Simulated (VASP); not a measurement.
# AlGaN2 (P-4m2) in VASP: a series of runs

Runs on AlGaN2. Level: LDA. Tasks: single point.

All numbers are computed with VASP 6.6.1; they aren't measurements. Logs are shortened: lines on timing, memory, paths and dates and some standing lists are left out, and cuts for length are marked.

### 1 The cell of the first run

The structure is tetragonal, space group P-4m2 (No. 115). The conventional cell has a = 2.970 Å, b = 2.970 Å, c = 5.014 Å, α = 90.00°, β = 90.00°, γ = 90.00°. Al (site symmetry -4m2) has 4 N at 1.92 Å within 2.5 Å. Within 2.6 Å of Ga (site symmetry -4m2) lie 4 N at 1.97 Å. N (site symmetry 2mm) has 2 Al at 1.92 Å and 2 Ga at 1.97 Å within 2.5 Å.

### 2 Single point, LDA (volume 11.061 Å^3 an atom, c/a of the conventional cell 1.6881)

Contents of INCAR:

```
SYSTEM = AlGaN2
PREC = Accurate
ENCUT = 520
EDIFF = 1E-6
ISMEAR = 0
SIGMA = 0.05
LREAL = .FALSE.
LASPH = .TRUE.
NELM = 80
ALGO = Normal
ISIF = 2
LWAVE = .FALSE.
LCHARG = .TRUE.
LELF = .TRUE.
LVHAR = .TRUE.
NBANDS = 21
```

Contents of KPOINTS:

```
regular mesh
0
G
  8 8 6
  0 0 0
```

Contents of POSCAR:

```
AlGaN2
1.0
    2.9704260023      0.0000000000      0.0000000000
    0.0000000000      2.9704260023      0.0000000000
    0.0000000000      0.0000000000      5.0143761344
Al Ga N
1 1 2
Direct
    0.5000000000      0.5000000000      0.5000000000
    0.0000000000      0.0000000000      0.0000000000
    0.5000000000      0.0000000000      0.7418831104
    0.0000000000      0.5000000000      0.2581168896
```

Potentials or basis: VASP PAW LDA potentials, release 64 (Al, Ga_d, N).

The run is started by

```bash
> cat potpaw_LDA.64/Al/POTCAR potpaw_LDA.64/Ga_d/POTCAR potpaw_LDA.64/N/POTCAR > POTCAR
> mpirun -np 1 vasp_std > vasp.out
```

OUTCAR:

```text
SYSTEM = AlGaN2
   PREC = Accurate
   ENCUT = 520
   EDIFF = 1E-6
   ISMEAR = 0
   LREAL = .FALSE.
   LASPH = .TRUE.
   NELM = 80
   ISIF = 2

 ion  position               nearest neighbor table
   1  0.500  0.500  0.500-   3 1.92   4 1.92   3 1.92   4 1.92
   2  0.000  0.000  0.000-   3 1.97   4 1.97   4 1.97   3 1.97
   3  0.500  0.000  0.742-   1 1.92   1 1.92   2 1.97   2 1.97
   4  0.000  0.500  0.258-   1 1.92   1 1.92   2 1.97   2 1.97

  LATTYP: Found a simple tetragonal cell.
 ALAT       =     2.9704260023
 C/A-ratio  =     1.6881000000

  Lattice vectors:

 A1 = (   2.9704260023,   0.0000000000,   0.0000000000)
 A2 = (   0.0000000000,   2.9704260023,   0.0000000000)
 A3 = (   0.0000000000,   0.0000000000,   5.0143761344)

Analysis of symmetry for initial positions (statically):
=====================================================================
 Subroutine PRICEL returns:
 Original cell was already a primitive cell.

 Routine SETGRP: Setting up the symmetry group for a
 simple tetragonal supercell.

 Subroutine GETGRP returns: Found  8 space group operations
 (whereof  8 operations were pure point group operations)
 out of a pool of 16 trial point group operations.

The static configuration has the point symmetry D_2d.

Analysis of symmetry for dynamics (positions and initial velocities):
=====================================================================
 Subroutine PRICEL returns:
 Original cell was already a primitive cell.

 Routine SETGRP: Setting up the symmetry group for a
 simple tetragonal supercell.

 Subroutine GETGRP returns: Found  8 space group operations
 (whereof  8 operations were pure point group operations)
 out of a pool of 16 trial point group operations.

The dynamic configuration has the point symmetry D_2d.

 Subroutine INISYM returns: Found  8 space group operations
 (whereof  8 operations are pure point group operations),
 and found     1 'primitive' translations

----------------------------------------------------------------------------------------

                                     Primitive cell

  volume of cell :      44.2440

  direct lattice vectors                    reciprocal lattice vectors
     2.970426002  0.000000000  0.000000000     0.336652049  0.000000000  0.000000000
     0.000000000  2.970426002  0.000000000     0.000000000  0.336652049  0.000000000
     0.000000000  0.000000000  5.014376134     0.000000000  0.000000000  0.199426603

  length of vectors
     2.970426002  2.970426002  5.014376134     0.336652049  0.336652049  0.199426603

  position of ions in fractional coordinates (direct lattice)
     0.500000000  0.500000000  0.500000000
     0.000000000  0.000000000  0.000000000
     0.500000000  0.000000000  0.741883110
     0.000000000  0.500000000  0.258116890

  ion indices of the primitive-cell ions
   primitive index   ion index
                 1           1
                 2           2
                 3           3
                 4           4

----------------------------------------------------------------------------------------

 KPOINTS: regular mesh

Automatic generation of k-mesh.
 Grid dimensions read from file:
 generate k-points for:    8    8    6

 Generating k-lattice:

  Cartesian coordinates                     Fractional coordinates (reciprocal lattice)
     0.042081506  0.000000000  0.000000000     0.125000000  0.000000000  0.000000000
     0.000000000  0.042081506  0.000000000     0.000000000  0.125000000  0.000000000
     0.000000000  0.000000000  0.033237767     0.000000000  0.000000000  0.166666667

  Length of vectors
     0.042081506  0.042081506  0.033237767

  Shift w.r.t. Gamma in fractional coordinates (k-lattice)
     0.000000000  0.000000000  0.000000000

 Subroutine IBZKPT returns following result:
 ===========================================

 Found     60 irreducible k-points:

 Following reciprocal coordinates:
            Coordinates               Weight
  0.000000  0.000000  0.000000      1.000000
  0.125000  0.000000  0.000000      4.000000
  0.250000  0.000000  0.000000      4.000000
  0.375000  0.000000  0.000000      4.000000
  0.500000  0.000000  0.000000      2.000000
  0.125000  0.125000  0.000000      4.000000
[... 16 lines left out ...]
  0.375000  0.125000  0.166667     16.000000
  0.500000  0.125000  0.166667      8.000000
 [... further k-points ...]
   k-points           NKPTS =     60   k-points in BZ     NKDIM =     60   number of bands    NBANDS=     21
   number of dos      NEDOS =    301   number of ions     NIONS =      4
   total plane-waves  NPLWV =  23040
   dimension x,y,z NGX =    24 NGY =   24 NGZ =   40
   dimension x,y,z NGXF=    48 NGYF=   48 NGZF=   80
   ions per type =               1   1   2
   NGX,Y,Z   is equivalent  to a cutoff of  13.43, 13.43, 13.26 a.u.
   NGXF,Y,Z  is equivalent  to a cutoff of  26.86, 26.86, 26.52 a.u.
 SYSTEM =  AlGaN2
   PREC   = accura    normal or accurate (medium, high low for compatibility)
   ISTART =      0    job   : 0-new  1-cont  2-samecut
   ICHARG =      2    charge: 1-file 2-atom 10-const
   ISPIN  =      1    spin polarized calculation?
   LNONCOLLINEAR =      F non collinear calculations
   LSORBIT =      F    spin-orbit coupling
   LASPH  =      T    aspherical Exc in radial PAW
   ENCUT  =  520.0 eV  38.22 Ry    6.18 a.u.   5.52  5.52  9.32*2*pi/ulx,y,z
   NELM   =     80;   NELMIN=  2; NELMDL= -5     # of ELM steps
   EDIFF  = 0.1E-05   stopping-criterion for ELM
   LREAL  =      F    real-space projection
   EDIFFG = 0.1E-04   stopping-criterion for IOM
   NSW    =      0    number of steps for IOM
   IBRION =     -1    ionic relax: 0-MD 1-quasi-New 2-CG
   NFREE  =      0    steps in history (QN), initial steepest desc. (CG)
   ISIF   =      2    stress and relaxation
   ISYM   =      2    0-nonsym 1-usesym 2-fastsym
   POTIM  = 0.5000    time-step for ionic-motion
   TEBEG  =    0.0;   TEEND  =   0.0 temperature during run
   PSTRESS=    0.0 pullay stress
   NELECT =      26.0000    total number of electrons
   NUPDOWN=      -1.0000    fix difference up-down
   EMIN   =  10.00;   EMAX   =-10.00  energy-range for DOS
   EFERMI =   0.00;   METHOD = LEGACY
   ISMEAR =     0;   SIGMA  =   0.05  broadening in eV -4-tet -1-fermi 0-gaus
   EFERMI_NEDOS =   21; number of points for ismear=-14 and -15
   IALGO  =     38    algorithm
   IMIX   =      4    mixing-type and parameters
     AMIX     =   0.40;   BMIX     =  1.00
     AMIX_MAG =   1.60;   BMIX_MAG =  1.00
  volume/ion in A,a.u.               =      11.06        74.64
  Fermi-wavevector in a.u.,A,eV,Ry     =   1.371243  2.591274 25.583142  1.880308
  Thomas-Fermi vector in A             =   2.496957
   LORBIT       =      0    0 simple, 1 ext, 2 COOP (PROOUT), +10 PAW based schemes
   GGA     = CA    functional components
   LHFCALC =     F    Hartree Fock is set to
   AEXX    =    0.0000 exact exchange contribution
   IVDW    =     0    specifies the selected vdW correction
   LEPSILON=     F    determine dielectric tensor
   LRPA    =     F    only Hartree local field effects (RPA)
 non-spin polarized calculation
 Gauss-broadening in eV      SIGMA  =   0.05
  energy-cutoff  :      520.00
  volume of cell :       44.24
 maximum number of plane-waves:      1212
 NGX is ok and might be reduce to    24
   NGX = 11   NGY = 11   NGZ = 19

 number of electron      25.9999996 magnetization

 Free energy of the ion-electron system (eV)
  ---------------------------------------------------
  ext. energy  EPLUGINS =         0.00000000
  ---------------------------------------------------
  free energy    TOTEN  =       -29.74714344 eV

  energy without entropy =      -29.74714344  energy(sigma->0) =      -29.74714344

 E-fermi :   5.9709     XC(G=0): -11.6811

 val. band max:        5.7101461666   @ k =   0.2500   0.0000   0.0000
 cond. band min:       7.8719165259   @ k =   0.0000   0.0000   0.0000
 fundamental gap:      2.1617703593
 Fermi energy:         5.9708580698

 k-point     1 :       0.0000    0.0000    0.0000
  band No.  band energies     occupation
      1      -9.9414      2.00000
      2      -8.8152      2.00000
      3      -7.8427      2.00000
      4      -7.8427      2.00000
      5      -7.8328      2.00000
      6      -7.7320      2.00000
[... 13 lines left out ...]
     20      16.5534      0.00000
     21      20.1066      0.00000

 k-point     2 :       0.1250    0.0000    0.0000
  band No.  band energies     occupation
      1      -9.7928      2.00000
      2      -8.8029      2.00000
      3      -7.8897      2.00000
      4      -7.8396      2.00000
      5      -7.7885      2.00000
      6      -7.7458      2.00000
[... 13 lines left out ...]
     20      17.1414      0.00000
     21      19.9356      0.00000

 k-point     3 :       0.2500    0.0000    0.0000
  band No.  band energies     occupation
      1      -9.4148      2.00000
      2      -8.7813      2.00000
      3      -7.9152      2.00000
      4      -7.8323      2.00000
      5      -7.7788      2.00000
      6      -7.6694      2.00000
[... 13 lines left out ...]
     20      17.3130      0.00000
     21      19.4766      0.00000

 k-point     4 :       0.3750    0.0000    0.0000
  band No.  band energies     occupation
      1      -9.0507      2.00000
      2      -8.7497      2.00000
      3      -7.8787      2.00000
      4      -7.8251      2.00000
      5      -7.8113      2.00000
      6      -7.3684      2.00000
[... 13 lines left out ...]
     20      17.8140      0.00000
     21      18.7329      0.00000

 k-point     5 :       0.5000    0.0000    0.0000
  band No.  band energies     occupation
      1      -8.9466      2.00000
      2      -8.7071      2.00000
      3      -7.8535      2.00000
      4      -7.8255      2.00000
      5      -7.8213      2.00000
      6      -6.9848      2.00000
[... 13 lines left out ...]
     20      18.1147      0.00000
     21      18.3492      0.00000

 k-point     6 :       0.1250    0.1250    0.0000
  band No.  band energies     occupation
      1      -9.6509      2.00000
      2      -8.7887      2.00000
      3      -7.8941      2.00000
      4      -7.8635      2.00000
      5      -7.7691      2.00000
      6      -7.7361      2.00000
[... 13 lines left out ...]
     20      17.7722      0.00000
     21      18.9233      0.00000

 k-point     7 :       0.2500    0.1250    0.0000
  band No.  band energies     occupation
      1      -9.2975      2.00000
      2      -8.7622      2.00000
      3      -7.9106      2.00000
      4      -7.8402      2.00000
      5      -7.8007      2.00000
      6      -7.6126      2.00000
[... 13 lines left out ...]
     20      17.9444      0.00000
     21      18.5688      0.00000
[... 291 lines left out ...]
      1      -8.9559      2.00000
      2      -8.6985      2.00000
      3      -7.8453      2.00000
      4      -7.8255      2.00000
      5      -7.8215      2.00000
      6      -6.9835      2.00000
[... 13 lines left out ...]
     20      17.6696      0.00000
     21      18.1911      0.00000

 k-point    21 :       0.1250    0.1250    0.1667
  band No.  band energies     occupation
      1      -9.5721      2.00000
      2      -8.8025      2.00000
      3      -7.9002      2.00000
      4      -7.8570      2.00000
      5      -7.7687      2.00000
      6      -7.7337      2.00000
[... 13 lines left out ...]
     20      17.7498      0.00000
     21      18.8998      0.00000

 k-point    22 :       0.2500    0.1250    0.1667
  band No.  band energies     occupation
      1      -9.2489      2.00000
      2      -8.7635      2.00000
      3      -7.9097      2.00000
      4      -7.8338      2.00000
      5      -7.8006      2.00000
      6      -7.5982      2.00000
[... 13 lines left out ...]
     20      17.8584      0.00000
     21      18.5130      0.00000

 k-point    23 :       0.3750    0.1250    0.1667
  band No.  band energies     occupation
      1      -8.9770      2.00000
      2      -8.7116      2.00000
      3      -7.8837      2.00000
      4      -7.8373      2.00000
      5      -7.8011      2.00000
      6      -7.2461      2.00000
[... 13 lines left out ...]
     20      17.4021      0.00000
     21      18.4461      0.00000

 k-point    24 :       0.5000    0.1250    0.1667
  band No.  band energies     occupation
      1      -8.9102      2.00000
      2      -8.6668      2.00000
      3      -7.8711      2.00000
      4      -7.8515      2.00000
      5      -7.7868      2.00000
      6      -6.8645      2.00000
[... 13 lines left out ...]
     20      17.6817      0.00000
     21      18.1611      0.00000

 [... further k-points ...]

------------------------ aborting loop because EDIFF is reached ----------------------------------------

  FORCE on cell =-STRESS in cart. coord.  units (eV):
  Direction    XX          YY          ZZ          XY          YZ          ZX
  --------------------------------------------------------------------------------------
  -------------------------------------------------------------------------------------
  Total        1.0610211      1.0610211     -9.0277035      0.0000000      0.0000000      0.0000000
  in kB       38.4220214     38.4220214   -326.9139736      0.0000000      0.0000000      0.0000000
  external PRESSURE =     -83.3566436 kB  Pullay stress =       0.0000000 kB

 VOLUME and BASIS-vectors are now :
 -----------------------------------------------------------------------------
  energy-cutoff  :      520.00
  volume of cell :       44.24
      direct lattice vectors                 reciprocal lattice vectors
     2.970426002  0.000000000  0.000000000     0.336652049  0.000000000  0.000000000
     0.000000000  2.970426002  0.000000000     0.000000000  0.336652049  0.000000000
     0.000000000  0.000000000  5.014376134     0.000000000  0.000000000  0.199426603

 POSITION                                       TOTAL-FORCE (eV/Angst)
 -----------------------------------------------------------------------------------
      1.48521      1.48521      2.50719         0.000000      0.000000      0.000000
      0.00000      0.00000      0.00000         0.000000     -0.000000      0.000000
      1.48521      0.00000      3.72008         0.000000     -0.000000     -0.034004
      0.00000      1.48521      1.29430        -0.000000     -0.000000      0.034004
 -----------------------------------------------------------------------------------
    total drift:                                0.000000      0.000000      0.000000

  FREE ENERGIE OF THE ION-ELECTRON SYSTEM (eV)
  ---------------------------------------------------
  free  energy   TOTEN  =       -29.7471434447 eV

  energy  without entropy=      -29.7471434447  energy(sigma->0) =      -29.74714344
```

It took 33 s on 1 thread of Intel Xeon 6975P-C, shared host; peak memory 0.18 GiB.

Results:

- Free energy: -29.7471 eV
- Pressure: -8.3 GPa
- Largest force: 0.034 eV/Å
- Band gap on the k mesh: 2.16 eV, indirect (least direct gap 2.19 eV)

Forces in eV/Å, atoms in the order of the input:
```
Al   0.000  0.000  0.000
Ga   0.000  0.000  0.000
N    0.000  0.000 -0.034
N    0.000  0.000  0.034
```

Stress tensor (GPa, compression positive):
```
  3.84   0.00   0.00
  0.00   3.84   0.00
  0.00   0.00 -32.69
```

 A k mesh can miss the band edges.

(Continued in part 2 of 2.)
